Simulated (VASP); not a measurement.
# ZnAu (Pm-3m) in VASP: single point with PBE

Aim: the single point of ZnAu with PBE.

Program: VASP 6.6.1. These are calculated values, not measurements. Logs are shortened: lines on timing, memory, paths and dates and some standing lists are left out, and cuts for length are marked.

### 1 The cell of the first run

Symmetry: Pm-3m, No. 221, cubic system. The conventional cell has a = 3.147 Å, b = 3.147 Å, c = 3.147 Å, α = 90.00°, β = 90.00°, γ = 90.00°. Zn (site symmetry m-3m) has 8 Au at 2.73 Å and 6 Zn at 3.15 Å within 3.6 Å. Au (site symmetry m-3m) has 8 Zn at 2.73 Å and 6 Au at 3.15 Å within 3.6 Å.

### 2 Single point, PBE

The input, POSCAR:

```
ZnAu
1.0
    3.1470000000      0.0000000000      0.0000000000
    0.0000000000      3.1470000000      0.0000000000
    0.0000000000      0.0000000000      3.1470000000
Zn Au
1 1
Direct
    0.5000000000      0.5000000000      0.5000000000
    0.0000000000      0.0000000000      0.0000000000
```

The input, INCAR.step1:

```
ALGO = Normal
EDIFF = 1E-6
ENCUT = 400
GGA = PE
GGA_COMPAT = False
ISIF = 2
ISMEAR = 0
LASPH = True
LCHARG = True
LMAXMIX = 4
LORBIT = 11
LREAL = False
LWAVE = False
NBANDS = 22
NEDOS = 2001
NELM = 120
PREC = Accurate
SIGMA = 0.05
```

The input, KPOINTS.step1:

```
k-points
0
Gamma
  7 7 7
```

The input, INCAR.step2:

```
ALGO = Normal
EDIFF = 1E-6
ENCUT = 400
GGA = PE
GGA_COMPAT = False
ICHARG = 11
ISIF = 2
ISMEAR = -5
LASPH = True
LCHARG = False
LMAXMIX = 4
LORBIT = 11
LREAL = False
LWAVE = False
NEDOS = 1001
NELM = 120
PREC = Accurate
SIGMA = 0.05
```

The input, KPOINTS.step2:

```
k-points
0
Gamma
  11 11 11
```

Potentials or basis: VASP PAW PBE potentials, release 64 (Zn, Au_sv_GW).

Run with:

```console
> cat potpaw_PBE.64/Zn/POTCAR potpaw_PBE.64/Au_sv_GW/POTCAR > POTCAR
> cp INCAR.step1 INCAR
> cp KPOINTS.step1 KPOINTS
> mpirun -np 1 vasp_std > vasp.out
> cp INCAR.step2 INCAR
> cp KPOINTS.step2 KPOINTS
> mpirun -np 1 vasp_std > vasp.out
```

OUTCAR:

```text
EDIFF = 1E-6
   ENCUT = 400
   GGA = PE
   ICHARG = 11
   ISIF = 2
   ISMEAR = -5
   LASPH = True
   LORBIT = 11
   LREAL = False
   NELM = 120
   PREC = Accurate

 ion  position               nearest neighbor table
   1  0.500  0.500  0.500-   2 2.73   2 2.73   2 2.73   2 2.73   2 2.73   2 2.73   2 2.73   2 2.73

   2  0.000  0.000  0.000-   1 2.73   1 2.73   1 2.73   1 2.73   1 2.73   1 2.73   1 2.73   1 2.73

  LATTYP: Found a simple cubic cell.
 ALAT       =     3.1470000000

  Lattice vectors:

 A1 = (   3.1470000000,   0.0000000000,   0.0000000000)
 A2 = (   0.0000000000,   3.1470000000,   0.0000000000)
 A3 = (   0.0000000000,   0.0000000000,   3.1470000000)

Analysis of symmetry for initial positions (statically):
=====================================================================
 Subroutine PRICEL returns:
 Original cell was already a primitive cell.

 Routine SETGRP: Setting up the symmetry group for a
 simple cubic supercell.

 Subroutine GETGRP returns: Found 48 space group operations
 (whereof 48 operations were pure point group operations)
 out of a pool of 48 trial point group operations.

The static configuration has the point symmetry O_h .

Analysis of symmetry for dynamics (positions and initial velocities):
=====================================================================
 Subroutine PRICEL returns:
 Original cell was already a primitive cell.

 Routine SETGRP: Setting up the symmetry group for a
 simple cubic supercell.

 Subroutine GETGRP returns: Found 48 space group operations
 (whereof 48 operations were pure point group operations)
 out of a pool of 48 trial point group operations.

The dynamic configuration has the point symmetry O_h .

 Subroutine INISYM returns: Found 48 space group operations
 (whereof 48 operations are pure point group operations),
 and found     1 'primitive' translations

----------------------------------------------------------------------------------------

                                     Primitive cell

  volume of cell :      31.1667

  direct lattice vectors                    reciprocal lattice vectors
     3.147000000  0.000000000  0.000000000     0.317762949  0.000000000  0.000000000
     0.000000000  3.147000000  0.000000000     0.000000000  0.317762949  0.000000000
     0.000000000  0.000000000  3.147000000     0.000000000  0.000000000  0.317762949

  length of vectors
     3.147000000  3.147000000  3.147000000     0.317762949  0.317762949  0.317762949

  position of ions in fractional coordinates (direct lattice)
     0.500000000  0.500000000  0.500000000
     0.000000000  0.000000000  0.000000000

  ion indices of the primitive-cell ions
   primitive index   ion index
                 1           1
                 2           2

----------------------------------------------------------------------------------------

 KPOINTS: k-points

Automatic generation of k-mesh.
 Grid dimensions read from file:
 generate k-points for:   11   11   11

 Generating k-lattice:

  Cartesian coordinates                     Fractional coordinates (reciprocal lattice)
     0.028887541  0.000000000  0.000000000     0.090909091  0.000000000  0.000000000
     0.000000000  0.028887541  0.000000000     0.000000000  0.090909091  0.000000000
     0.000000000  0.000000000  0.028887541     0.000000000  0.000000000  0.090909091

  Length of vectors
     0.028887541  0.028887541  0.028887541

  Shift w.r.t. Gamma in fractional coordinates (k-lattice)
     0.000000000  0.000000000  0.000000000

 TETIRR: Found    651 inequivalent tetrahedra from     7986

 Subroutine IBZKPT returns following result:
 ===========================================

 Found     56 irreducible k-points:

 Following reciprocal coordinates:
            Coordinates               Weight
  0.000000  0.000000  0.000000      1.000000
  0.090909  0.000000  0.000000      6.000000
  0.181818  0.000000  0.000000      6.000000
  0.272727  0.000000  0.000000      6.000000
  0.363636  0.000000  0.000000      6.000000
  0.454545  0.000000  0.000000      6.000000
[... 16 lines left out ...]
  0.181818  0.090909  0.090909     24.000000
  0.272727  0.090909  0.090909     24.000000
 [... further k-points ...]
   k-points           NKPTS =     56   k-points in BZ     NKDIM =     56   number of bands    NBANDS=     19
   number of dos      NEDOS =   1001   number of ions     NIONS =      2
   total plane-waves  NPLWV =  13824
   dimension x,y,z NGX =    24 NGY =   24 NGZ =   24
   dimension x,y,z NGXF=    48 NGYF=   48 NGZF=   48
   ions per type =               1   1
   NGX,Y,Z   is equivalent  to a cutoff of  12.68, 12.68, 12.68 a.u.
   NGXF,Y,Z  is equivalent  to a cutoff of  25.36, 25.36, 25.36 a.u.
 SYSTEM =  unknown system
   PREC   = accura    normal or accurate (medium, high low for compatibility)
   ISTART =      0    job   : 0-new  1-cont  2-samecut
   ICHARG =     11    charge: 1-file 2-atom 10-const
   ISPIN  =      1    spin polarized calculation?
   LNONCOLLINEAR =      F non collinear calculations
   LSORBIT =      F    spin-orbit coupling
   LASPH  =      T    aspherical Exc in radial PAW
   ENCUT  =  400.0 eV  29.40 Ry    5.42 a.u.   5.13  5.13  5.13*2*pi/ulx,y,z
   NELM   =    120;   NELMIN=  2; NELMDL=  0     # of ELM steps
   EDIFF  = 0.1E-05   stopping-criterion for ELM
   LREAL  =      F    real-space projection
   EDIFFG = 0.1E-04   stopping-criterion for IOM
   NSW    =      0    number of steps for IOM
   IBRION =     -1    ionic relax: 0-MD 1-quasi-New 2-CG
   NFREE  =      0    steps in history (QN), initial steepest desc. (CG)
   ISIF   =      2    stress and relaxation
   ISYM   =      2    0-nonsym 1-usesym 2-fastsym
   POTIM  = 0.5000    time-step for ionic-motion
   TEBEG  =    0.0;   TEEND  =   0.0 temperature during run
   PSTRESS=    0.0 pullay stress
   NELECT =      31.0000    total number of electrons
   NUPDOWN=      -1.0000    fix difference up-down
   EMIN   =  10.00;   EMAX   =-10.00  energy-range for DOS
   EFERMI =   0.00;   METHOD = LEGACY
   ISMEAR =    -5;   SIGMA  =   0.05  broadening in eV -4-tet -1-fermi 0-gaus
   EFERMI_NEDOS =   21; number of points for ismear=-14 and -15
   IALGO  =     38    algorithm
   IMIX   =      4    mixing-type and parameters
     AMIX     =   0.40;   BMIX     =  1.00
     AMIX_MAG =   1.60;   BMIX_MAG =  1.00
  volume/ion in A,a.u.               =      15.58       105.16
  Fermi-wavevector in a.u.,A,eV,Ry     =   1.634175  3.088144 36.334753  2.670529
  Thomas-Fermi vector in A             =   2.725858
   LORBIT       =     11    0 simple, 1 ext, 2 COOP (PROOUT), +10 PAW based schemes
   GGA     = PE    functional components
   LHFCALC =     F    Hartree Fock is set to
   AEXX    =    0.0000 exact exchange contribution
   IVDW    =     0    specifies the selected vdW correction
   LEPSILON=     F    determine dielectric tensor
   LRPA    =     F    only Hartree local field effects (RPA)
 non-spin polarized calculation
 Fermi weights with tetrahedron method with Bloechl corrections
  energy-cutoff  :      400.00
  volume of cell :       31.17
 maximum number of plane-waves:       587
 NGX is ok and might be reduce to    24

 number of electron      31.0000010 magnetization

 Free energy of the ion-electron system (eV)
  ---------------------------------------------------
  ext. energy  EPLUGINS =         0.00000000
  ---------------------------------------------------
  free energy    TOTEN  =        -4.09540615 eV

  energy without entropy =       -4.09540615  energy(sigma->0) =       -4.09540615

 E-fermi :   6.7417     XC(G=0): -12.6986

 val. band max:        6.7140328969   @ k =   0.3636   0.3636   0.0909
 cond. band min:       6.8016475207   @ k =   0.2727   0.0000   0.0000
 fundamental gap:      0.0876146238
 Fermi energy:         6.7416506811

 k-point     1 :       0.0000    0.0000    0.0000
  band No.  band energies     occupation
      1     -99.6849      2.00000
      2     -50.9864      2.00000
      3     -50.9864      2.00000
      4     -50.9864      2.00000
      5      -3.8784      2.00000
      6      -1.3910      2.00000
[... 11 lines left out ...]
     18      11.7493      0.00000
     19      15.5926      0.00000

 k-point     2 :       0.0909    0.0000    0.0000
  band No.  band energies     occupation
      1     -99.6842      2.00000
      2     -50.9886      2.00000
      3     -50.9857      2.00000
      4     -50.9857      2.00000
      5      -3.7314      2.00000
      6      -1.3589      2.00000
[... 11 lines left out ...]
     18      12.0247      0.00000
     19      16.2463      0.00000

 k-point     3 :       0.1818    0.0000    0.0000
  band No.  band energies     occupation
      1     -99.6835      2.00000
      2     -50.9967      2.00000
      3     -50.9844      2.00000
      4     -50.9844      2.00000
      5      -3.3011      2.00000
      6      -1.2688      2.00000
[... 11 lines left out ...]
     18      12.7976      0.00000
     19      16.8465      0.00000

 k-point     4 :       0.2727    0.0000    0.0000
  band No.  band energies     occupation
      1     -99.6831      2.00000
      2     -51.0077      2.00000
      3     -50.9834      2.00000
      4     -50.9834      2.00000
      5      -2.6248      2.00000
      6      -1.1410      2.00000
[... 11 lines left out ...]
     18      13.9558      0.00000
     19      17.1740      0.00000

 k-point     5 :       0.3636    0.0000    0.0000
  band No.  band energies     occupation
      1     -99.6832      2.00000
      2     -51.0186      2.00000
      3     -50.9829      2.00000
      4     -50.9829      2.00000
      5      -1.7936      2.00000
      6      -1.0112      2.00000
[... 11 lines left out ...]
     18      15.3965      0.00000
     19      17.4492      0.00000

 k-point     6 :       0.4545    0.0000    0.0000
  band No.  band energies     occupation
      1     -99.6838      2.00000
      2     -51.0255      2.00000
      3     -50.9830      2.00000
      4     -50.9830      2.00000
      5      -1.0976      2.00000
      6      -0.9269      2.00000
[... 11 lines left out ...]
     18      17.0482      0.00000
     19      17.2009      0.00000

 k-point     7 :       0.0909    0.0909    0.0000
  band No.  band energies     occupation
      1     -99.6841      2.00000
      2     -50.9888      2.00000
      3     -50.9885      2.00000
      4     -50.9851      2.00000
      5      -3.5865      2.00000
      6      -1.3246      2.00000
[... 11 lines left out ...]
     18      12.2879      0.00000
     19      16.9406      0.00000

 k-point     8 :       0.1818    0.0909    0.0000
  band No.  band energies     occupation
      1     -99.6834      2.00000
      2     -50.9965      2.00000
      3     -50.9875      2.00000
      4     -50.9842      2.00000
      5      -3.1642      2.00000
      6      -1.2409      2.00000
[... 256 lines left out ...]
 k-point    20 :       0.4545    0.3636    0.0000
  band No.  band energies     occupation
      1     -99.6825      2.00000
      2     -51.0217      2.00000
      3     -51.0154      2.00000
      4     -50.9794      2.00000
      5      -1.5128      2.00000
      6      -1.3999      2.00000
[... 11 lines left out ...]
     18      10.6369      0.00000
     19      17.2637      0.00000

 k-point    21 :       0.4545    0.4545    0.0000
  band No.  band energies     occupation
      1     -99.6825      2.00000
      2     -51.0213      2.00000
      3     -51.0213      2.00000
      4     -50.9789      2.00000
      5      -1.5634      2.00000
      6      -1.4977      2.00000
[... 11 lines left out ...]
     18       9.5252      0.00000
     19      17.1792      0.00000

 k-point    22 :       0.0909    0.0909    0.0909
  band No.  band energies     occupation
      1     -99.6839      2.00000
      2     -50.9883      2.00000
      3     -50.9883      2.00000
      4     -50.9882      2.00000
      5      -3.4436      2.00000
      6      -1.2822      2.00000
[... 11 lines left out ...]
     18      11.3476      0.00000
     19      17.8731      0.00000

 k-point    23 :       0.1818    0.0909    0.0909
  band No.  band energies     occupation
      1     -99.6836      2.00000
      2     -50.9964      2.00000
      3     -50.9876      2.00000
      4     -50.9875      2.00000
      5      -3.0283      2.00000
      6      -1.2055      2.00000
[... 11 lines left out ...]
     18      12.0664      0.00000
     19      18.6617      0.00000

 k-point    24 :       0.2727    0.0909    0.0909
  band No.  band energies     occupation
      1     -99.6831      2.00000
      2     -51.0076      2.00000
      3     -50.9864      2.00000
      4     -50.9862      2.00000
      5      -2.3894      2.00000
      6      -1.0979      2.00000
[... 11 lines left out ...]
     18      13.1076      0.00000
     19      18.6539      0.00000

 [... further k-points ...]

------------------------ aborting loop because EDIFF is reached ----------------------------------------

  FORCE on cell =-STRESS in cart. coord.  units (eV):
  Direction    XX          YY          ZZ          XY          YZ          ZX
  --------------------------------------------------------------------------------------
  -------------------------------------------------------------------------------------
  Total        0.4300297      0.4300297      0.4300297     -0.0000000     -0.0000000      0.0000000
  in kB       22.1064378     22.1064378     22.1064378     -0.0000000     -0.0000000      0.0000000
  external PRESSURE =      22.1064378 kB  Pullay stress =       0.0000000 kB

 VOLUME and BASIS-vectors are now :
 -----------------------------------------------------------------------------
  energy-cutoff  :      400.00
  volume of cell :       31.17
      direct lattice vectors                 reciprocal lattice vectors
     3.147000000  0.000000000  0.000000000     0.317762949  0.000000000  0.000000000
     0.000000000  3.147000000  0.000000000     0.000000000  0.317762949  0.000000000
     0.000000000  0.000000000  3.147000000     0.000000000  0.000000000  0.317762949

 POSITION                                       TOTAL-FORCE (eV/Angst)
 -----------------------------------------------------------------------------------
      1.57350      1.57350      1.57350         0.000000      0.000000      0.000000
      0.00000      0.00000      0.00000         0.000000      0.000000      0.000000
 -----------------------------------------------------------------------------------
    total drift:                                0.000000      0.000000     -0.000000

  FREE ENERGIE OF THE ION-ELECTRON SYSTEM (eV)
  ---------------------------------------------------
  free  energy   TOTEN  =        -4.0954061535 eV

  energy  without entropy=       -4.0954061535  energy(sigma->0) =       -4.09540615

 total charge

# of ion       s       p       d       f       tot
--------------------------------------------------
    1        0.523   0.449   9.769   0.000  10.741
    2        2.361   6.419   8.457   0.007  17.244
--------------------------------------------------
tot          2.884   6.868  18.226   0.007  27.985
```

Wall time 74 s (1 thread of AMD EPYC 7R43 (Zen 3), shared host); peak memory 0.12 GiB.

What came out:

```yaml
Valence_electrons_inside_the_program's_atomic_spheres: Zn 10.74; Au 17.24
```

Caveat: spin-orbit coupling is left out, which moves the levels of the heavy elements.
